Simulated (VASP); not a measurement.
# Cr3Pd (Pm-3m) in VASP: a series of runs, part 2 of 2

VASP 6.6.1.

### Step 3. Relaxation of cell and atoms, PBEsol

Contents of INCAR:

```
ALGO = Normal
EDIFF = 1E-7
EDIFFG = -0.01
ENCUT = 600
GGA = PS
IBRION = 2
ISIF = 3
ISMEAR = 0
LASPH = True
LCHARG = False
LREAL = False
LWAVE = False
NELM = 100
NSW = 100
PREC = Accurate
SIGMA = 0.1
```

Contents of KPOINTS:

```
k-points
0
Gamma
  12 12 12
```

Contents of POSCAR:

```
Cr3Pd
1.0
    3.6471106664      0.0000000000      0.0000000000
    0.0000000000      3.6471106664      0.0000000000
    0.0000000000      0.0000000000      3.6471106664
Cr Pd
3 1
Direct
    0.0000000000      0.5000000000      0.5000000000
    0.5000000000      0.0000000000      0.5000000000
    0.5000000000      0.5000000000      0.0000000000
    0.0000000000      0.0000000000      0.0000000000
```

Potentials or basis: VASP PAW PBE potentials, release 64 (Cr_pv, Pd).

The run is started by

```sh
$ cat potpaw_PBE.64/Cr_pv/POTCAR potpaw_PBE.64/Pd/POTCAR > POTCAR
$ mpirun -np 1 vasp_std > vasp.out
```

OUTCAR:

```text
EDIFF = 1E-7
   EDIFFG = -0.01
   ENCUT = 600
   GGA = PS
   IBRION = 2
   ISIF = 3
   ISMEAR = 0
   LASPH = True
   LREAL = False
   NELM = 100
   NSW = 100
   PREC = Accurate

 ion  position               nearest neighbor table
   1  0.000  0.500  0.500-   2 2.58   3 2.58   4 2.58   3 2.58   4 2.58   2 2.58   4 2.58   4 2.58
                             2 2.58   3 2.58   3 2.58   2 2.58
   2  0.500  0.000  0.500-   1 2.58   3 2.58   4 2.58   3 2.58   4 2.58   1 2.58   3 2.58   3 2.58
                             1 2.58   4 2.58   4 2.58   1 2.58
   3  0.500  0.500  0.000-   1 2.58   2 2.58   4 2.58   1 2.58   2 2.58   2 2.58   4 2.58   2 2.58
                             1 2.58   4 2.58   1 2.58   4 2.58
   4  0.000  0.000  0.000-   1 2.58   2 2.58   3 2.58   1 2.58   2 2.58   1 2.58   3 2.58   1 2.58
                             2 2.58   3 2.58   2 2.58   3 2.58

  LATTYP: Found a simple cubic cell.
 ALAT       =     3.6471106664

  Lattice vectors:

 A1 = (   3.6471106664,   0.0000000000,   0.0000000000)
 A2 = (   0.0000000000,   3.6471106664,   0.0000000000)
 A3 = (   0.0000000000,   0.0000000000,   3.6471106664)

Analysis of symmetry for initial positions (statically):
=====================================================================
 Subroutine PRICEL returns:
 Original cell was already a primitive cell.

 Routine SETGRP: Setting up the symmetry group for a
 simple cubic supercell.

 Subroutine GETGRP returns: Found 48 space group operations
 (whereof 48 operations were pure point group operations)
 out of a pool of 48 trial point group operations.

The static configuration has the point symmetry O_h .

Analysis of symmetry for dynamics (positions and initial velocities):
=====================================================================
 Subroutine PRICEL returns:
 Original cell was already a primitive cell.

[... 137 lines left out ...]
   LHFCALC =     F    Hartree Fock is set to
   AEXX    =    0.0000 exact exchange contribution
   IVDW    =     0    specifies the selected vdW correction
   LEPSILON=     F    determine dielectric tensor
   LRPA    =     F    only Hartree local field effects (RPA)
 conjugate gradient relaxation of ions
 non-spin polarized calculation
 Gauss-broadening in eV      SIGMA  =   0.10
  energy-cutoff  :      600.00
  volume of cell :       48.51
 maximum number of plane-waves:      1647
 NGX is ok and might be reduce to    30
   NGX = 15   NGY = 15   NGZ = 15

--------------------------------------- Ionic step        1  -------------------------------------------

 number of electron      46.0000015 magnetization

 Free energy of the ion-electron system (eV)
  ---------------------------------------------------
  ext. energy  EPLUGINS =         0.00000000
  ---------------------------------------------------
  free energy    TOTEN  =       -35.71211263 eV

  energy without entropy =      -35.68741621  energy(sigma->0) =      -35.69976442

------------------------ aborting loop because EDIFF is reached ----------------------------------------

  FORCE on cell =-STRESS in cart. coord.  units (eV):
  Direction    XX          YY          ZZ          XY          YZ          ZX
  --------------------------------------------------------------------------------------
  -------------------------------------------------------------------------------------
  Total       -0.2114864     -0.2114864     -0.2114864     -0.0000000      0.0000000     -0.0000000
  in kB       -6.9846755     -6.9846755     -6.9846755     -0.0000000      0.0000000     -0.0000000
  external PRESSURE =      -6.9846755 kB  Pullay stress =       0.0000000 kB
[... 63 lines left out ...]
--------------------------------------- Ionic step        3  -------------------------------------------

 number of electron      46.0000010 magnetization

 Free energy of the ion-electron system (eV)
  ---------------------------------------------------
  ext. energy  EPLUGINS =         0.00000000
  ---------------------------------------------------
  free energy    TOTEN  =       -35.71240918 eV

  energy without entropy =      -35.68783015  energy(sigma->0) =      -35.70011966

 E-fermi :  10.9562     XC(G=0): -13.8370

 val. band max:       10.9502748853   @ k =   0.5000   0.0833   0.0000
 cond. band min:      10.9685300295   @ k =   0.4167   0.4167   0.4167
 fundamental gap:      0.0182551442
 Fermi energy:        10.9561992652

 k-point     1 :       0.0000    0.0000    0.0000
  band No.  band energies     occupation
      1     -31.9999      2.00000
      2     -31.9999      2.00000
      3     -31.9999      2.00000
      4     -31.7035      2.00000
      5     -31.7035      2.00000
      6     -31.7035      2.00000
[... 709 lines left out ...]
     26      11.6547      0.00000
     27      11.6908      0.00000

 [... further k-points ...]

------------------------ aborting loop because EDIFF is reached ----------------------------------------

  FORCE on cell =-STRESS in cart. coord.  units (eV):
  Direction    XX          YY          ZZ          XY          YZ          ZX
  --------------------------------------------------------------------------------------
  -------------------------------------------------------------------------------------
  Total        0.0027808      0.0027808      0.0027808      0.0000000      0.0000000      0.0000000
  in kB        0.0920951      0.0920951      0.0920951      0.0000000      0.0000000      0.0000000
  external PRESSURE =       0.0920951 kB  Pullay stress =       0.0000000 kB
[... 19 lines left out ...]
  FREE ENERGIE OF THE ION-ELECTRON SYSTEM (eV)
  ---------------------------------------------------
  free  energy   TOTEN  =       -35.7124091755 eV

  energy  without entropy=      -35.6878301473  energy(sigma->0) =      -35.70011966

 reached required accuracy - stopping structural energy minimisation
```

OSZICAR:

```text
N       E                     dE             d eps       ncg     rms          rms(c)
DAV:   1     0.570702600030E+03    0.57070E+03   -0.28080E+04  4560   0.225E+03
DAV:   2     0.817292462553E+00   -0.56989E+03   -0.55902E+03  4542   0.609E+02
DAV:   3    -0.406707274533E+02   -0.41488E+02   -0.39776E+02  6480   0.157E+02
[... 31 lines left out ...]
DAV:   5    -0.357124104196E+02    0.61345E-04   -0.37525E-04  5325   0.160E-01    0.191E-02
DAV:   6    -0.357124075202E+02    0.28994E-05   -0.35018E-05  5536   0.506E-02    0.724E-03
DAV:   7    -0.357124088095E+02   -0.12893E-05   -0.20980E-06  5447   0.994E-03    0.267E-03
DAV:   8    -0.357124092602E+02   -0.45075E-06   -0.54231E-08  2838   0.251E-03    0.753E-04
DAV:   9    -0.357124091755E+02    0.84733E-07   -0.27413E-08  2640   0.173E-03
   3 F= -.35712409E+02 E0= -.35700120E+02  d E =-.296544E-03
```

It took 5 min on 1 thread of Intel Xeon Platinum 8259CL at 2.50GHz (Skylake/Cascade Lake), shared host; peak memory 0.26 GiB.

Results:

```yaml
Free_energy: -35.7124 eV
Relaxed_volume: 12.09 Å³/atom
Relaxed_cell: a = 3.644 Å, b = 3.644 Å, c = 3.644 Å, α = 90.00°, β = 90.00°, γ = 90.00°
Space_group_after_relaxing_to_0.05_Å: Pm-3m (No. 221)
Energy_gained_by_relaxing: 0.1 meV/atom
Ionic_steps: 3
Pressure_after_relaxing: 0.0 GPa
Band_gap_on_the_k_mesh: zero (band 23 reaches 12.78 eV, above the bottom of band 24 at 10.36 eV)
```

Step by step:
```tsv
step	energy change (eV)	largest force (eV/Å)	pressure (GPa)	volume (Å³)
1	0.0000	0.0000	-0.70	48.51
2	0.0006	0.0000	1.29	48.14
3	-0.0003	0.0000	0.01	48.38
```

Final structure:
```
CELL_PARAMETERS angstrom
3.64375 0.00000 0.00000
0.00000 3.64375 0.00000
0.00000 0.00000 3.64375
ATOMIC_POSITIONS crystal
Cr 0.00000 0.50000 0.50000
Cr 0.50000 0.00000 0.50000
Cr 0.50000 0.50000 0.00000
Pd 0.00000 0.00000 0.00000
```

Caveat: the PAW data sets were made with another functional, which shifts forces and pressure a little.

### Step 4. Single point, PBEsol, collinear spin, ferromagnetic start

This run uses another cell than the first one, of 15.75 Å³/atom, 1.300 times its volume.

Contents of INCAR:

```
PREC = Accurate
ENCUT = 520
EDIFF = 1E-7
ISMEAR = 0
SIGMA = 0.1
LREAL = False
LASPH = True
NELM = 150
ALGO = Normal
ISIF = 2
LWAVE = False
LCHARG = True
ISPIN = 2
MAGMOM = 4.5 4.5 4.5 0
LORBIT = 11
LMAXMIX = 4
GGA = PS
LELF = True
LVHAR = True
NBANDS = 35
```

Contents of KPOINTS:

```
Automatic mesh
0
Gamma
  12 12 12
```

Contents of POSCAR:

```
Cr3Pd
1.0
    3.9793075400      0.0000000000      0.0000000000
    0.0000000000      3.9793075400      0.0000000000
    0.0000000000      0.0000000000      3.9793075400
Cr Pd
3 1
Direct
    0.0000000000      0.5000000000      0.5000000000
    0.5000000000      0.0000000000      0.5000000000
    0.5000000000      0.5000000000      0.0000000000
    0.0000000000      0.0000000000      0.0000000000
```

Potentials or basis: VASP PAW PBE potentials, release 64 (Cr_pv, Pd).

The run is started by

```sh
$ cat potpaw_PBE.64/Cr_pv/POTCAR potpaw_PBE.64/Pd/POTCAR > POTCAR
$ mpirun -np 1 vasp_std > vasp.out
```

OUTCAR:

```text
PREC = Accurate
   ENCUT = 520
   EDIFF = 1E-7
   ISMEAR = 0
   LREAL = False
   LASPH = True
   NELM = 150
   ISIF = 2
   ISPIN = 2
   LORBIT = 11
   GGA = PS

 ion  position               nearest neighbor table
   1  0.000  0.500  0.500-   2 2.81   3 2.81   4 2.81   3 2.81   4 2.81   2 2.81   4 2.81   4 2.81
                             2 2.81   3 2.81   3 2.81   2 2.81
   2  0.500  0.000  0.500-   1 2.81   3 2.81   4 2.81   3 2.81   4 2.81   1 2.81   3 2.81   3 2.81
                             1 2.81   4 2.81   4 2.81   1 2.81
   3  0.500  0.500  0.000-   1 2.81   2 2.81   4 2.81   1 2.81   2 2.81   2 2.81   4 2.81   2 2.81
                             1 2.81   4 2.81   1 2.81   4 2.81
   4  0.000  0.000  0.000-   1 2.81   2 2.81   3 2.81   1 2.81   2 2.81   1 2.81   3 2.81   1 2.81
                             2 2.81   3 2.81   2 2.81   3 2.81

  LATTYP: Found a simple cubic cell.
 ALAT       =     3.9793075400

  Lattice vectors:

 A1 = (   3.9793075400,   0.0000000000,   0.0000000000)
 A2 = (   0.0000000000,   3.9793075400,   0.0000000000)
 A3 = (   0.0000000000,   0.0000000000,   3.9793075400)

Analysis of symmetry for initial positions (statically):
=====================================================================
 Subroutine PRICEL returns:
 Original cell was already a primitive cell.

 Routine SETGRP: Setting up the symmetry group for a
 simple cubic supercell.

 Subroutine GETGRP returns: Found 48 space group operations
 (whereof 48 operations were pure point group operations)
 out of a pool of 48 trial point group operations.

The static configuration has the point symmetry O_h .

Analysis of symmetry for dynamics (positions and initial velocities):
=====================================================================
 Subroutine PRICEL returns:
 Original cell was already a primitive cell.

 Routine SETGRP: Setting up the symmetry group for a
 simple cubic supercell.

 Subroutine GETGRP returns: Found 48 space group operations
 (whereof 48 operations were pure point group operations)
 out of a pool of 48 trial point group operations.

The dynamic configuration has the point symmetry O_h .

Analysis of structural, dynamic, and magnetic symmetry:
=====================================================================
 Subroutine PRICEL returns:
 Original cell was already a primitive cell.

 Routine SETGRP: Setting up the symmetry group for a
 simple cubic supercell.

 Subroutine GETGRP returns: Found 48 space group operations
 (whereof 48 operations were pure point group operations)
 out of a pool of 48 trial point group operations.

The overall configuration has the point symmetry O_h .

 Subroutine INISYM returns: Found 48 space group operations
 (whereof 48 operations are pure point group operations),
 and found     1 'primitive' translations

----------------------------------------------------------------------------------------

                                     Primitive cell

  volume of cell :      63.0119

  direct lattice vectors                    reciprocal lattice vectors
     3.979307540  0.000000000  0.000000000     0.251300004  0.000000000  0.000000000
     0.000000000  3.979307540  0.000000000     0.000000000  0.251300004  0.000000000
     0.000000000  0.000000000  3.979307540     0.000000000  0.000000000  0.251300004

  length of vectors
[... 89 lines left out ...]
   NSW    =      0    number of steps for IOM
   IBRION =     -1    ionic relax: 0-MD 1-quasi-New 2-CG
   NFREE  =      0    steps in history (QN), initial steepest desc. (CG)
   ISIF   =      2    stress and relaxation
   ISYM   =      2    0-nonsym 1-usesym 2-fastsym
   POTIM  = 0.5000    time-step for ionic-motion
   TEBEG  =    0.0;   TEEND  =   0.0 temperature during run
   PSTRESS=    0.0 pullay stress
   NELECT =      46.0000    total number of electrons
   NUPDOWN=      -1.0000    fix difference up-down
   EMIN   =  10.00;   EMAX   =-10.00  energy-range for DOS
   EFERMI =   0.00;   METHOD = LEGACY
   ISMEAR =     0;   SIGMA  =   0.10  broadening in eV -4-tet -1-fermi 0-gaus
   EFERMI_NEDOS =   21; number of points for ismear=-14 and -15
   IALGO  =     38    algorithm
   IMIX   =      4    mixing-type and parameters
     AMIX     =   0.40;   BMIX     =  1.00
     AMIX_MAG =   1.60;   BMIX_MAG =  1.00
  volume/ion in A,a.u.               =      15.75       106.31
  Fermi-wavevector in a.u.,A,eV,Ry     =   1.474076  2.785600 29.564108  2.172901
  Thomas-Fermi vector in A             =   2.588892
   LORBIT       =     11    0 simple, 1 ext, 2 COOP (PROOUT), +10 PAW based schemes
   GGA     = PS    functional components
   LHFCALC =     F    Hartree Fock is set to
   AEXX    =    0.0000 exact exchange contribution
   IVDW    =     0    specifies the selected vdW correction
   LEPSILON=     F    determine dielectric tensor
   LRPA    =     F    only Hartree local field effects (RPA)
 spin polarized calculation
 Gauss-broadening in eV      SIGMA  =   0.10
  energy-cutoff  :      520.00
  volume of cell :       63.01
 maximum number of plane-waves:      1743
 NGX is ok and might be reduce to    30
   NGX = 15   NGY = 15   NGZ = 15

 number of electron      46.0000000 magnetization      13.5000000

 number of electron      46.0000045 magnetization       3.6184088

 Free energy of the ion-electron system (eV)
  ---------------------------------------------------
  ext. energy  EPLUGINS =         0.00000000
  ---------------------------------------------------
  free energy    TOTEN  =       -33.49578464 eV

  energy without entropy =      -33.45771068  energy(sigma->0) =      -33.47674766

 E-fermi :   7.5349     XC(G=0): -12.3097

 val. band max:        7.5341058614   @ k =   0.4167   0.2500   0.0000
 cond. band min:       7.5362633296   @ k =   0.3333   0.2500   0.0833
 fundamental gap:      0.0021574682
 Fermi energy:         7.5348932263

 spin component 1

 k-point     1 :       0.0000    0.0000    0.0000
  band No.  band energies     occupation
      1     -35.9873      1.00000
      2     -35.9873      1.00000
      3     -35.9873      1.00000
      4     -35.8958      1.00000
      5     -35.8958      1.00000
      6     -35.8958      1.00000
[... 901 lines left out ...]
     34      14.0108      0.00000
     35      14.0116      0.00000

 [... further k-points ...]

 spin component 2

 k-point     1 :       0.0000    0.0000    0.0000
  band No.  band energies     occupation
      1     -34.8757      1.00000
      2     -34.8757      1.00000
      3     -34.8757      1.00000
      4     -34.6763      1.00000
      5     -34.6763      1.00000
      6     -34.6763      1.00000
[... 901 lines left out ...]
     34      15.6193      0.00000
     35      15.6212      0.00000

 [... further k-points ...]

------------------------ aborting loop because EDIFF is reached ----------------------------------------

  FORCE on cell =-STRESS in cart. coord.  units (eV):
  Direction    XX          YY          ZZ          XY          YZ          ZX
  --------------------------------------------------------------------------------------
  -------------------------------------------------------------------------------------
  Total      -12.9513628    -12.9513628    -12.9513628     -0.0000000      0.0000000     -0.0000000
  in kB     -329.3089520   -329.3089520   -329.3089520     -0.0000000      0.0000000     -0.0000000
  external PRESSURE =    -329.3089520 kB  Pullay stress =       0.0000000 kB

 VOLUME and BASIS-vectors are now :
 -----------------------------------------------------------------------------
  energy-cutoff  :      520.00
  volume of cell :       63.01
      direct lattice vectors                 reciprocal lattice vectors
     3.979307540  0.000000000  0.000000000     0.251300004  0.000000000  0.000000000
     0.000000000  3.979307540  0.000000000     0.000000000  0.251300004  0.000000000
     0.000000000  0.000000000  3.979307540     0.000000000  0.000000000  0.251300004

 POSITION                                       TOTAL-FORCE (eV/Angst)
 -----------------------------------------------------------------------------------
      0.00000      1.98965      1.98965         0.000000      0.000000      0.000000
      1.98965      0.00000      1.98965         0.000000      0.000000      0.000000
      1.98965      1.98965      0.00000         0.000000      0.000000      0.000000
      0.00000      0.00000      0.00000         0.000000      0.000000      0.000000
 -----------------------------------------------------------------------------------
    total drift:                               -0.000000      0.000000     -0.000000

  FREE ENERGIE OF THE ION-ELECTRON SYSTEM (eV)
  ---------------------------------------------------
  free  energy   TOTEN  =       -33.4957846370 eV

  energy  without entropy=      -33.4577106800  energy(sigma->0) =      -33.47674766

 total charge

# of ion       s       p       d       tot
------------------------------------------
    1        0.331   6.224   3.973  10.528
    2        0.331   6.224   3.973  10.528
    3        0.331   6.224   3.973  10.528
    4        0.536   0.556   8.318   9.409
--------------------------------------------------
tot          1.529  19.227  20.237  40.992

 magnetization (x)

# of ion       s       p       d       tot
------------------------------------------
    1        0.002   0.011   1.111   1.124
    2        0.002   0.011   1.111   1.124
    3        0.002   0.011   1.111   1.124
    4       -0.019  -0.015   0.067   0.033
--------------------------------------------------
tot         -0.013   0.017   3.401   3.406
```

It took 33 min on 1 thread of Intel Xeon Platinum 8259CL at 2.50GHz (Skylake/Cascade Lake), shared host; peak memory 0.4 GiB.

What came out:

```yaml
Free_energy: -33.4958 eV
Pressure: -32.9 GPa
Net_moment: 3.62 μB per cell
Site_moments: Cr +1.12; Pd +0.03 μB
Valence_electrons_inside_the_program's_atomic_spheres: Cr 10.53; Pd 9.41
```

Levels at points of the mesh, in eV from the Fermi level:
Spin up:
| k point | band 23 | band 24 | band 25 | band 26 | band 27 | band 28 |
| --- | --- | --- | --- | --- | --- | --- |
| (0.00, 0.00, 0.00) | 0.76 | 0.76 | 0.81 | 0.81 | 0.81 | 1.29 |
| (0.50, 0.00, 0.00) | -0.51 | -0.22 | -0.11 | -0.07 | 0.06 | 0.06 |
| (0.50, 0.50, 0.00) | -0.48 | -0.29 | -0.29 | -0.28 | -0.28 | 0.26 |
| (0.50, 0.50, 0.50) | 0.24 | 0.24 | 0.24 | 0.62 | 0.62 | 0.62 |
Spin down:
| k point | band 17 | band 18 | band 19 | band 20 | band 21 | band 22 | band 23 | band 24 | band 25 | band 26 |
| --- | --- | --- | --- | --- | --- | --- | --- | --- | --- | --- |
| (0.00, 0.00, 0.00) | -0.61 | -0.61 | -0.61 | 0.52 | 0.52 | 1.48 | 1.48 | 1.48 | 1.74 | 1.74 |
| (0.50, 0.00, 0.00) | -1.68 | -1.00 | -0.89 | -0.89 | 0.31 | 0.31 | 0.60 | 0.79 | 0.93 | 0.93 |
| (0.50, 0.50, 0.00) | -2.37 | -1.26 | -0.90 | -0.80 | -0.39 | -0.39 | 0.55 | 0.55 | 0.81 | 0.81 |
| (0.50, 0.50, 0.50) | -0.86 | -0.86 | 0.17 | 0.17 | 0.17 | 0.41 | 0.48 | 0.48 | 0.48 | 1.49 |

Caveat: the PAW data sets were made with another functional, which shifts forces and pressure a little; the moment fell far below its start of 4.5 μB, so a state of higher moment may lie lower in energy.

### Step 5. The runs side by side

```tsv
task	spin	cell	cutoff (eV)	gap on the mesh (eV)	pressure (GPa)
single point	off	a = 3.646 Å, 4 atoms	520	none	-0.5
relaxation of cell and atoms	off	relaxed from a = 3.647 Å, 4 atoms	600	none	0.0
single point	collinear, ferromagnetic start	a = 3.979 Å, 4 atoms	520	none	-32.9
```

Alike in all rows: level PBEsol; potentials or basis VASP PAW PBE potentials, release 64 (Cr_pv, Pd); k mesh 12 × 12 × 12; smearing gaussian 0.1 eV.

Caveats: the PAW data sets were made with another functional, which shifts forces and pressure a little; the moment fell far below its start of 4.5 μB, so a state of higher moment may lie lower in energy (some runs).

Total energies depend on the potentials used, so only differences within one code and one set of settings carry meaning.
